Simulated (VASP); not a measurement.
# SiC2 (P-3m1) in VASP: notebook

The runs below take SiC2 through single point, with PBE.

Program: VASP 6.6.1. These are calculated values, not measurements. Logs are shortened: lines on timing, memory, paths and dates and some standing lists are left out, and cuts for length are marked.

## 1. The cell of the first run

Symmetry: P-3m1, No. 164, trigonal system. The conventional cell has a = 2.938 Å, b = 2.938 Å, c = 7.226 Å, α = 90.00°, β = 90.00°, γ = 120.00°. C (site symmetry 3m) has 1 C at 1.61 Å and 3 Si at 1.82 Å within 2.1 Å. Within 2.4 Å of C (site symmetry 3m) lie 3 C at 1.77 Å and 1 Si at 1.89 Å. Within 2.4 Å of Si (site symmetry 3m) lie 4 C at 1.82 to 1.89 Å.

## 2. Single point, PBE

INCAR

```
SYSTEM = SiC2
PREC = Accurate
ENCUT = 520
EDIFF = 1E-7
ISMEAR = -1
SIGMA = 0.02
LREAL = .False.
LASPH = .True.
NELM = 60
ALGO = Normal
ISIF = 2
LWAVE = .False.
LCHARG = .False.
GGA = PE
NBANDS = 21
```

KPOINTS

```
regular mesh
0
Gamma
  12 12 4
  0 0 0
```

POSCAR

```
SiC2
1.0
    2.9375683921      0.0000000000      0.0000000000
   -1.4687841961      2.5440088529      0.0000000000
    0.0000000000      0.0000000000      7.2261035319
C Si
4 2
Direct
    0.0000000000      0.0000000000      0.8886544379
    0.6666666667      0.3333333333      0.5352853117
    0.3333333333      0.6666666667      0.4647146883
    0.0000000000      0.0000000000      0.1113455621
    0.3333333333      0.6666666667      0.2036870810
    0.6666666667      0.3333333333      0.7963129190
```

Potentials or basis: VASP PAW PBE potentials, release 64 (C, Si).

Command:

```
$ cat potpaw_PBE.64/C/POTCAR potpaw_PBE.64/Si/POTCAR > POTCAR
$ mpirun -np 1 vasp_std > vasp.out
```

OUTCAR:

```text
SYSTEM = SiC2
   PREC = Accurate
   ENCUT = 520
   EDIFF = 1E-7
   ISMEAR = -1
   LREAL = .False.
   LASPH = .True.
   NELM = 60
   ISIF = 2
   GGA = PE

 ion  position               nearest neighbor table
   1  0.000  0.000  0.889-   4 1.61   6 1.82   6 1.82   6 1.82
   2  0.667  0.333  0.535-   3 1.77   3 1.77   3 1.77   6 1.89
   3  0.333  0.667  0.465-   2 1.77   2 1.77   2 1.77   5 1.89
   4  0.000  0.000  0.111-   1 1.61   5 1.82   5 1.82   5 1.82
   5  0.333  0.667  0.204-   4 1.82   4 1.82   4 1.82   3 1.89
   6  0.667  0.333  0.796-   1 1.82   1 1.82   1 1.82   2 1.89

  LATTYP: Found a hexagonal cell.
 ALAT       =     2.9375683921
 C/A-ratio  =     2.4598928663

  Lattice vectors:

 A1 = (   2.9375683921,   0.0000000000,   0.0000000000)
 A2 = (  -1.4687841961,   2.5440088529,   0.0000000000)
 A3 = (   0.0000000000,   0.0000000000,   7.2261035319)

Analysis of symmetry for initial positions (statically):
=====================================================================
 Subroutine PRICEL returns:
 Original cell was already a primitive cell.

 Routine SETGRP: Setting up the symmetry group for a
 hexagonal supercell.

 Subroutine GETGRP returns: Found 12 space group operations
 (whereof 12 operations were pure point group operations)
 out of a pool of 24 trial point group operations.

The static configuration has the point symmetry D_3d.

Analysis of symmetry for dynamics (positions and initial velocities):
=====================================================================
 Subroutine PRICEL returns:
 Original cell was already a primitive cell.

 Routine SETGRP: Setting up the symmetry group for a
 hexagonal supercell.

 Subroutine GETGRP returns: Found 12 space group operations
 (whereof 12 operations were pure point group operations)
 out of a pool of 24 trial point group operations.

The dynamic configuration has the point symmetry D_3d.

 Subroutine INISYM returns: Found 12 space group operations
 (whereof 12 operations are pure point group operations),
 and found     1 'primitive' translations

----------------------------------------------------------------------------------------

                                     Primitive cell

  volume of cell :      54.0021

  direct lattice vectors                    reciprocal lattice vectors
     2.937568392  0.000000000  0.000000000     0.340417606  0.196540197  0.000000000
    -1.468784196  2.544008853  0.000000000     0.000000000  0.393080393  0.000000000
     0.000000000  0.000000000  7.226103532     0.000000000  0.000000000  0.138387168

  length of vectors
     2.937568392  2.937568392  7.226103532     0.393080393  0.393080393  0.138387168

  position of ions in fractional coordinates (direct lattice)
     0.000000000  0.000000000  0.888654438
     0.666666667  0.333333333  0.535285312
     0.333333333  0.666666667  0.464714688
     0.000000000  0.000000000  0.111345562
     0.333333333  0.666666667  0.203687081
     0.666666667  0.333333333  0.796312919

  ion indices of the primitive-cell ions
   primitive index   ion index
                 1           1
                 2           2
                 3           3
                 4           4
                 5           5
                 6           6

----------------------------------------------------------------------------------------

 KPOINTS: regular mesh

Automatic generation of k-mesh.
 Grid dimensions read from file:
 generate k-points for:   12   12    4

 Generating k-lattice:

  Cartesian coordinates                     Fractional coordinates (reciprocal lattice)
     0.028368134  0.016378350  0.000000000     0.083333333 -0.000000000  0.000000000
     0.000000000  0.032756699  0.000000000     0.000000000  0.083333333  0.000000000
     0.000000000  0.000000000  0.034596792     0.000000000  0.000000000  0.250000000

  Length of vectors
     0.032756699  0.032756699  0.034596792

  Shift w.r.t. Gamma in fractional coordinates (k-lattice)
     0.000000000  0.000000000  0.000000000

 Subroutine IBZKPT returns following result:
 ===========================================

 Found     69 irreducible k-points:

 Following reciprocal coordinates:
            Coordinates               Weight
  0.000000  0.000000  0.000000      1.000000
  0.083333  0.000000  0.000000      6.000000
  0.166667  0.000000  0.000000      6.000000
  0.250000  0.000000  0.000000      6.000000
  0.333333  0.000000  0.000000      6.000000
  0.416667  0.000000  0.000000      6.000000
[... 16 lines left out ...]
  0.166667  0.000000  0.250000      6.000000
  0.000000  0.166667  0.250000      6.000000
 [... further k-points ...]
   k-points           NKPTS =     69   k-points in BZ     NKDIM =     69   number of bands    NBANDS=     21
   number of dos      NEDOS =    301   number of ions     NIONS =      6
   total plane-waves  NPLWV =  31104
   dimension x,y,z NGX =    24 NGY =   24 NGZ =   54
   dimension x,y,z NGXF=    48 NGYF=   48 NGZF=  108
   ions per type =               4   2
   NGX,Y,Z   is equivalent  to a cutoff of  13.58, 13.58, 12.42 a.u.
   NGXF,Y,Z  is equivalent  to a cutoff of  27.16, 27.16, 24.85 a.u.
 SYSTEM =  SiC2
   PREC   = accura    normal or accurate (medium, high low for compatibility)
   ISTART =      0    job   : 0-new  1-cont  2-samecut
   ICHARG =      2    charge: 1-file 2-atom 10-const
   ISPIN  =      1    spin polarized calculation?
   LNONCOLLINEAR =      F non collinear calculations
   LSORBIT =      F    spin-orbit coupling
   LASPH  =      T    aspherical Exc in radial PAW
   ENCUT  =  520.0 eV  38.22 Ry    6.18 a.u.   5.46  5.46 13.44*2*pi/ulx,y,z
   NELM   =     60;   NELMIN=  2; NELMDL= -5     # of ELM steps
   EDIFF  = 0.1E-06   stopping-criterion for ELM
   LREAL  =      F    real-space projection
   EDIFFG = 0.1E-05   stopping-criterion for IOM
   NSW    =      0    number of steps for IOM
   IBRION =     -1    ionic relax: 0-MD 1-quasi-New 2-CG
   NFREE  =      0    steps in history (QN), initial steepest desc. (CG)
   ISIF   =      2    stress and relaxation
   ISYM   =      2    0-nonsym 1-usesym 2-fastsym
   POTIM  = 0.5000    time-step for ionic-motion
   TEBEG  =    0.0;   TEEND  =   0.0 temperature during run
   PSTRESS=    0.0 pullay stress
   NELECT =      24.0000    total number of electrons
   NUPDOWN=      -1.0000    fix difference up-down
   EMIN   =  10.00;   EMAX   =-10.00  energy-range for DOS
   EFERMI =   0.00;   METHOD = LEGACY
   ISMEAR =    -1;   SIGMA  =   0.02  broadening in eV -4-tet -1-fermi 0-gaus
   EFERMI_NEDOS =   21; number of points for ismear=-14 and -15
   IALGO  =     38    algorithm
   IMIX   =      4    mixing-type and parameters
     AMIX     =   0.40;   BMIX     =  1.00
     AMIX_MAG =   1.60;   BMIX_MAG =  1.00
  volume/ion in A,a.u.               =       9.00        60.74
  Fermi-wavevector in a.u.,A,eV,Ry     =   1.249324  2.360879 21.236106  1.560810
  Thomas-Fermi vector in A             =   2.383370
   LORBIT       =      0    0 simple, 1 ext, 2 COOP (PROOUT), +10 PAW based schemes
   GGA     = PE    functional components
   LHFCALC =     F    Hartree Fock is set to
   AEXX    =    0.0000 exact exchange contribution
   IVDW    =     0    specifies the selected vdW correction
   LEPSILON=     F    determine dielectric tensor
   LRPA    =     F    only Hartree local field effects (RPA)
 non-spin polarized calculation
  energy-cutoff  :      520.00
  volume of cell :       54.00
 maximum number of plane-waves:      1515
 NGX is ok and might be reduce to    24
   NGX = 11   NGY = 11   NGZ = 27

 number of electron      24.0000003 magnetization

 Free energy of the ion-electron system (eV)
  ---------------------------------------------------
  ext. energy  EPLUGINS =         0.00000000
  ---------------------------------------------------
  free energy    TOTEN  =       -45.09523220 eV

  energy without entropy =      -45.09523220  energy(sigma->0) =      -45.09523220

 E-fermi :   9.6302     XC(G=0): -11.6799

 val. band max:        9.2279036180   @ k =   0.0000   0.0000   0.0000
 cond. band min:      10.8164111880   @ k =   0.5000   0.0000   0.0000
 fundamental gap:      1.5885075700
 Fermi energy:         9.6302411278

 k-point     1 :       0.0000    0.0000    0.0000
  band No.  band energies     occupation
      1      -8.5963      2.00000
      2      -6.9984      2.00000
      3      -5.4428      2.00000
      4       0.8625      2.00000
      5       1.3209      2.00000
      6       6.3808      2.00000
[... 13 lines left out ...]
     20      17.0448      0.00000
     21      17.3882      0.00000

 k-point     2 :       0.0833    0.0000    0.0000
  band No.  band energies     occupation
      1      -8.4678      2.00000
      2      -6.8819      2.00000
      3      -5.3097      2.00000
      4       0.9319      2.00000
      5       1.4133      2.00000
      6       5.6032      2.00000
[... 13 lines left out ...]
     20      16.7337      0.00000
     21      17.6816      0.00000

 k-point     3 :       0.1667    0.0000    0.0000
  band No.  band energies     occupation
      1      -8.0859      2.00000
      2      -6.5376      2.00000
      3      -4.9143      2.00000
      4       1.0838      2.00000
      5       1.6632      2.00000
      6       4.0614      2.00000
[... 13 lines left out ...]
     20      17.6244      0.00000
     21      17.6779      0.00000
[... 457 lines left out ...]
 k-point    23 :       0.1667    0.0000    0.2500
  band No.  band energies     occupation
      1      -7.9497      2.00000
      2      -6.9617      2.00000
      3      -4.3443      2.00000
      4      -0.3235      2.00000
      5       3.0599      2.00000
      6       4.3215      2.00000
[... 13 lines left out ...]
     20      17.6274      0.00000
     21      17.6660      0.00000

 k-point    24 :       0.0000    0.1667    0.2500
  band No.  band energies     occupation
      1      -7.9513      2.00000
      2      -6.9576      2.00000
      3      -4.3527      2.00000
      4      -0.2979      2.00000
      5       3.0466      2.00000
      6       4.1599      2.00000
[... 13 lines left out ...]
     20      17.2971      0.00000
     21      17.5924      0.00000

 [... further k-points ...]

------------------------ aborting loop because EDIFF is reached ----------------------------------------

  FORCE on cell =-STRESS in cart. coord.  units (eV):
  Direction    XX          YY          ZZ          XY          YZ          ZX
  --------------------------------------------------------------------------------------
  -------------------------------------------------------------------------------------
  Total        1.0496005      1.0496005      1.1272029     -0.0000000      0.0000000     -0.0000000
  in kB       31.1403729     31.1403729     33.4427443     -0.0000000      0.0000000     -0.0000000
  external PRESSURE =      31.9078300 kB  Pullay stress =       0.0000000 kB

 VOLUME and BASIS-vectors are now :
 -----------------------------------------------------------------------------
  energy-cutoff  :      520.00
  volume of cell :       54.00
      direct lattice vectors                 reciprocal lattice vectors
     2.937568392  0.000000000  0.000000000     0.340417606  0.196540197  0.000000000
    -1.468784196  2.544008853  0.000000000     0.000000000  0.393080393  0.000000000
     0.000000000  0.000000000  7.226103532     0.000000000  0.000000000  0.138387168

 POSITION                                       TOTAL-FORCE (eV/Angst)
 -----------------------------------------------------------------------------------
      0.00000      0.00000      6.42151         0.000000      0.000000      0.301459
      1.46878      0.84800      3.86803         0.000000      0.000000     -0.257280
     -0.00000      1.69601      3.35808        -0.000000     -0.000000      0.257280
      0.00000      0.00000      0.80459         0.000000     -0.000000     -0.301459
     -0.00000      1.69601      1.47186         0.000000      0.000000      0.123211
      1.46878      0.84800      5.75424         0.000000     -0.000000     -0.123211
 -----------------------------------------------------------------------------------
    total drift:                               -0.000000     -0.000000      0.000000

  FREE ENERGIE OF THE ION-ELECTRON SYSTEM (eV)
  ---------------------------------------------------
  free  energy   TOTEN  =       -45.0952321990 eV

  energy  without entropy=      -45.0952321990  energy(sigma->0) =      -45.09523220
```

It took 35 s on 1 thread of Intel Xeon 6975P-C (Granite Rapids), shared host; peak memory 0.21 GiB.

What came out:

```yaml
Free_energy: -45.0952 eV
Pressure: 3.2 GPa
Largest_force: 0.301 eV/Å
Band_gap_on_the_k_mesh: 1.59 eV (least direct gap 2.14 eV)
```

Forces on the atoms (eV/Å):
```
C    0.000  0.000  0.301
C    0.000  0.000 -0.257
C    0.000  0.000  0.257
C    0.000  0.000 -0.301
Si   0.000  0.000  0.123
Si   0.000  0.000 -0.123
```

Caveat: the cell stands under pressure. A k mesh can miss the band edges.

(Continued in part 2 of 2.)
